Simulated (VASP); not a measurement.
# Mg in VASP: a series of runs

Aim: see how the results for Mg move with the level of theory and the settings. Levels: PBEsol, PBE. Tasks: single point.

Everything below comes from runs of VASP 6.6.1. Logs are shortened: lines on timing, memory, paths and dates and some standing lists are left out, and cuts for length are marked.

## Step 1: The cell of the first run

Symmetry: P6_3/mmc, No. 194, hexagonal system. Conventional cell: a = 3.166 Å, b = 3.166 Å, c = 5.140 Å, α = 90.00°, β = 90.00°, γ = 120.00°. Mg (site symmetry -6m2) has 12 Mg at 3.15 to 3.17 Å within 4.1 Å.

## Step 2: Single point, PBEsol (functional pbesol, volume scaled by 0.96)

INCAR

```
ALGO = Normal ; EDIFF = 1E-6
ENCUT = 520 ; GGA = PS
ISIF = 2 ; ISMEAR = -1
LASPH = True ; LCHARG = False
LREAL = False ; LWAVE = False
NBANDS = 9 ; NELM = 60
PREC = Accurate ; SIGMA = 0.05
```

KPOINTS

```
k-points
0
Gamma
  12 12 7
```

POSCAR

```
Mg
1.0
    3.1658976813      0.0000000000      0.0000000000
   -1.5829488406      2.7417478178      0.0000000000
    0.0000000000      0.0000000000      5.1399115029
Mg
2
Direct
    0.3333333333      0.6666666667      0.2500000000
    0.6666666667      0.3333333333      0.7500000000
```

Potentials or basis: VASP PAW PBE potentials, release 64 (Mg).

Run with:

```console
$ cat potpaw_PBE.64/Mg/POTCAR > POTCAR
$ mpirun -np 1 vasp_std > vasp.out
```

OUTCAR:

```text
EDIFF = 1E-6
   ENCUT = 520
   GGA = PS
   ISIF = 2
   ISMEAR = -1
   LASPH = True
   LREAL = False
   NELM = 60
   PREC = Accurate

 ion  position               nearest neighbor table
   1  0.333  0.667  0.250-   2 3.15   2 3.15   2 3.15   2 3.15   2 3.15   2 3.15
   2  0.667  0.333  0.750-   1 3.15   1 3.15   1 3.15   1 3.15   1 3.15   1 3.15

  LATTYP: Found a hexagonal cell.
 ALAT       =     3.1658976813
 C/A-ratio  =     1.6235242008

  Lattice vectors:

 A1 = (   3.1658976813,   0.0000000000,   0.0000000000)
 A2 = (  -1.5829488406,   2.7417478178,   0.0000000000)
 A3 = (   0.0000000000,   0.0000000000,   5.1399115029)

Analysis of symmetry for initial positions (statically):
=====================================================================
 Subroutine PRICEL returns:
 Original cell was already a primitive cell.

 Routine SETGRP: Setting up the symmetry group for a
 hexagonal supercell.

 Subroutine GETGRP returns: Found 24 space group operations
 (whereof 12 operations were pure point group operations)
 out of a pool of 24 trial point group operations.

The static configuration has the point symmetry D_3d.
 The point group associated with its full space group is D_6h.

Analysis of symmetry for dynamics (positions and initial velocities):
=====================================================================
 Subroutine PRICEL returns:
 Original cell was already a primitive cell.

 Routine SETGRP: Setting up the symmetry group for a
 hexagonal supercell.

 Subroutine GETGRP returns: Found 24 space group operations
 (whereof 12 operations were pure point group operations)
 out of a pool of 24 trial point group operations.

The dynamic configuration has the point symmetry D_3d.
 The point group associated with its full space group is D_6h.

 Subroutine INISYM returns: Found 24 space group operations
 (whereof 12 operations are pure point group operations),
 and found     1 'primitive' translations

----------------------------------------------------------------------------------------

                                     Primitive cell

  volume of cell :      44.6149

  direct lattice vectors                    reciprocal lattice vectors
     3.165897681  0.000000000  0.000000000     0.315866178  0.182365423  0.000000000
    -1.582948841  2.741747818  0.000000000     0.000000000  0.364730846  0.000000000
     0.000000000  0.000000000  5.139911503     0.000000000  0.000000000  0.194555879

  length of vectors
     3.165897681  3.165897681  5.139911503     0.364730846  0.364730846  0.194555879

  position of ions in fractional coordinates (direct lattice)
     0.333333333  0.666666667  0.250000000
     0.666666667  0.333333333  0.750000000

  ion indices of the primitive-cell ions
   primitive index   ion index
                 1           1
                 2           2

----------------------------------------------------------------------------------------

 KPOINTS: k-points

Automatic generation of k-mesh.
 Grid dimensions read from file:
 generate k-points for:   12   12    7

 Generating k-lattice:

  Cartesian coordinates                     Fractional coordinates (reciprocal lattice)
     0.026322181  0.015197119  0.000000000     0.083333333  0.000000000  0.000000000
     0.000000000  0.030394237  0.000000000     0.000000000  0.083333333  0.000000000
     0.000000000  0.000000000  0.027793697     0.000000000  0.000000000  0.142857143

  Length of vectors
     0.030394237  0.030394237  0.027793697

  Shift w.r.t. Gamma in fractional coordinates (k-lattice)
     0.000000000  0.000000000  0.000000000

 Subroutine IBZKPT returns following result:
 ===========================================

 Found     76 irreducible k-points:

 Following reciprocal coordinates:
            Coordinates               Weight
  0.000000  0.000000  0.000000      1.000000
  0.083333  0.000000  0.000000      6.000000
  0.166667  0.000000  0.000000      6.000000
  0.250000  0.000000  0.000000      6.000000
  0.333333  0.000000  0.000000      6.000000
  0.416667  0.000000  0.000000      6.000000
[... 16 lines left out ...]
  0.250000  0.000000  0.142857     12.000000
  0.333333  0.000000  0.142857     12.000000
 [... further k-points ...]
   k-points           NKPTS =     76   k-points in BZ     NKDIM =     76   number of bands    NBANDS=      9
   number of dos      NEDOS =    301   number of ions     NIONS =      2
   total plane-waves  NPLWV =  23040
   dimension x,y,z NGX =    24 NGY =   24 NGZ =   40
   dimension x,y,z NGXF=    48 NGYF=   48 NGZF=   80
   ions per type =               2
   NGX,Y,Z   is equivalent  to a cutoff of  12.60, 12.60, 12.94 a.u.
   NGXF,Y,Z  is equivalent  to a cutoff of  25.21, 25.21, 25.88 a.u.
 SYSTEM =  unknown system
   PREC   = accura    normal or accurate (medium, high low for compatibility)
   ISTART =      0    job   : 0-new  1-cont  2-samecut
   ICHARG =      2    charge: 1-file 2-atom 10-const
   ISPIN  =      1    spin polarized calculation?
   LNONCOLLINEAR =      F non collinear calculations
   LSORBIT =      F    spin-orbit coupling
   LASPH  =      T    aspherical Exc in radial PAW
   ENCUT  =  520.0 eV  38.22 Ry    6.18 a.u.   5.89  5.89  9.56*2*pi/ulx,y,z
   NELM   =     60;   NELMIN=  2; NELMDL= -5     # of ELM steps
   EDIFF  = 0.1E-05   stopping-criterion for ELM
   LREAL  =      F    real-space projection
   EDIFFG = 0.1E-04   stopping-criterion for IOM
   NSW    =      0    number of steps for IOM
   IBRION =     -1    ionic relax: 0-MD 1-quasi-New 2-CG
   NFREE  =      0    steps in history (QN), initial steepest desc. (CG)
   ISIF   =      2    stress and relaxation
   ISYM   =      2    0-nonsym 1-usesym 2-fastsym
   POTIM  = 0.5000    time-step for ionic-motion
   TEBEG  =    0.0;   TEEND  =   0.0 temperature during run
   PSTRESS=    0.0 pullay stress
   NELECT =       4.0000    total number of electrons
   NUPDOWN=      -1.0000    fix difference up-down
   EMIN   =  10.00;   EMAX   =-10.00  energy-range for DOS
   EFERMI =   0.00;   METHOD = LEGACY
   ISMEAR =    -1;   SIGMA  =   0.05  broadening in eV -4-tet -1-fermi 0-gaus
   EFERMI_NEDOS =   21; number of points for ismear=-14 and -15
   IALGO  =     38    algorithm
   IMIX   =      4    mixing-type and parameters
     AMIX     =   0.40;   BMIX     =  1.00
     AMIX_MAG =   1.60;   BMIX_MAG =  1.00
  volume/ion in A,a.u.               =      22.31       150.54
  Fermi-wavevector in a.u.,A,eV,Ry     =   0.732715  1.384630  7.304568  0.536871
  Thomas-Fermi vector in A             =   1.825246
   LORBIT       =      0    0 simple, 1 ext, 2 COOP (PROOUT), +10 PAW based schemes
   GGA     = PS    functional components
   LHFCALC =     F    Hartree Fock is set to
   AEXX    =    0.0000 exact exchange contribution
   IVDW    =     0    specifies the selected vdW correction
   LEPSILON=     F    determine dielectric tensor
   LRPA    =     F    only Hartree local field effects (RPA)
 non-spin polarized calculation
  energy-cutoff  :      520.00
  volume of cell :       44.61
 maximum number of plane-waves:      1216
 NGX is ok and might be reduce to    24
   NGX = 11   NGY = 11   NGZ = 19

 number of electron       4.0000000 magnetization

 Free energy of the ion-electron system (eV)
  ---------------------------------------------------
  ext. energy  EPLUGINS =         0.00000000
  ---------------------------------------------------
  free energy    TOTEN  =        -3.45081601 eV

  energy without entropy =       -3.44371064  energy(sigma->0) =       -3.44726333

 E-fermi :   2.6827     XC(G=0):  -8.6241

 val. band max:        2.6782006975   @ k =   0.2500   0.0000   0.0000
 cond. band min:       2.8346071749   @ k =   0.4167   0.0833   0.2857
 fundamental gap:      0.1564064774
 Fermi energy:         2.6826894669

 k-point     1 :       0.0000    0.0000    0.0000
  band No.  band energies     occupation
      1      -4.3111      2.00000
      2       1.0094      2.00000
      3       1.5062      2.00000
      4      13.8348      0.00000
      5      13.8348      0.00000
      6      14.0113      0.00000
      7      14.0113      0.00000
      8      14.7272      0.00000
      9      16.4462      0.00000

 k-point     2 :       0.0833    0.0000    0.0000
  band No.  band energies     occupation
      1      -4.1717      2.00000
      2       1.1363      2.00000
      3       1.6411      2.00000
      4      11.5505      0.00000
      5      12.6511      0.00000
      6      13.4581      0.00000
      7      15.3743      0.00000
      8      15.6212      0.00000
      9      16.2876      0.00000

 k-point     3 :       0.1667    0.0000    0.0000
  band No.  band energies     occupation
      1      -3.7550      2.00000
      2       1.5171      2.00000
      3       2.0405      1.99999
      4       8.9898      0.00000
      5      11.6098      0.00000
      6      12.2029      0.00000
      7      13.7659      0.00000
      8      14.7735      0.00000
      9      16.2530      0.00000

 k-point     4 :       0.2500    0.0000    0.0000
  band No.  band energies     occupation
      1      -3.0646      2.00000
      2       2.1526      1.99995
      3       2.6782      1.04486
      4       6.6231      0.00000
      5      10.8002      0.00000
      6      10.8600      0.00000
      7      11.3708      0.00000
      8      13.2118      0.00000
      9      15.3014      0.00000
[... 205 lines left out ...]
 k-point    22 :       0.1667    0.0000    0.1429
  band No.  band energies     occupation
      1      -3.6391      2.00000
      2       0.3190      2.00000
      3       3.4349      0.00000
      4       9.0900      0.00000
      5      11.7061      0.00000
      6      12.0190      0.00000
      7      13.0922      0.00000
      8      14.7346      0.00000
      9      15.0732      0.00000

 k-point    23 :       0.2500    0.0000    0.1429
  band No.  band energies     occupation
      1      -2.9496      2.00000
      2       0.9741      2.00000
      3       4.0354      0.00000
      4       6.7435      0.00000
      5      10.0850      0.00000
      6      10.8970      0.00000
      7      11.7381      0.00000
      8      13.7679      0.00000
      9      14.2963      0.00000

 k-point    24 :       0.3333    0.0000    0.1429
  band No.  band energies     occupation
      1      -1.9930      2.00000
      2       1.8679      2.00000
      3       4.1965      0.00000
      4       5.3088      0.00000
      5       8.0713      0.00000
      6      10.3198      0.00000
      7      10.4427      0.00000
      8      12.3936      0.00000
      9      13.7070      0.00000

 [... further k-points ...]
[... 5 lines left out ...]
  --------------------------------------------------------------------------------------
  -------------------------------------------------------------------------------------
  Total        0.1588071      0.1588071     -0.0939979      0.0000000      0.0000000      0.0000000
  in kB        5.7029617      5.7029617     -3.3755831      0.0000000      0.0000000      0.0000000
  external PRESSURE =       2.6767801 kB  Pullay stress =       0.0000000 kB

 VOLUME and BASIS-vectors are now :
 -----------------------------------------------------------------------------
  energy-cutoff  :      520.00
  volume of cell :       44.61
      direct lattice vectors                 reciprocal lattice vectors
     3.165897681  0.000000000  0.000000000     0.315866178  0.182365423  0.000000000
    -1.582948841  2.741747818  0.000000000     0.000000000  0.364730846  0.000000000
     0.000000000  0.000000000  5.139911503     0.000000000  0.000000000  0.194555879

 POSITION                                       TOTAL-FORCE (eV/Angst)
 -----------------------------------------------------------------------------------
     -0.00000      1.82783      1.28498        -0.000000     -0.000000      0.000000
      1.58295      0.91392      3.85493         0.000000      0.000000      0.000000
 -----------------------------------------------------------------------------------
    total drift:                                0.000000     -0.000000      0.000000

  FREE ENERGIE OF THE ION-ELECTRON SYSTEM (eV)
  ---------------------------------------------------
  free  energy   TOTEN  =        -3.4508160142 eV

  energy  without entropy=       -3.4437106414  energy(sigma->0) =       -3.44726333
```

It took 18 s on 1 thread of Intel Xeon Platinum 8259CL at 2.50GHz (Skylake/Cascade Lake), shared host; peak memory 0.17 GiB.

Results:

```
Free energy            : -3.4508 eV
Pressure               : 0.3 GPa
Band gap on the k mesh : zero (band 2 reaches 3.75 eV, above the bottom of band 3 at 1.51 eV)
```

Stress tensor (GPa, compression positive):
```
 0.57  0.00  0.00
 0.00  0.57  0.00
 0.00  0.00 -0.34
```

Levels at points of the mesh, in eV from the Fermi level:
```tsv
k point	band 1	band 2	band 3	band 4	band 5
(0.00, 0.00, 0.00)	-6.99	-1.67	-1.18	11.15	11.15
(0.50, 0.00, 0.00)	-2.13	-2.09	2.76	3.09	3.42
```

Caveat: the PAW data sets were made with another functional, which shifts forces and pressure a little.

[end of part 1 of 2]
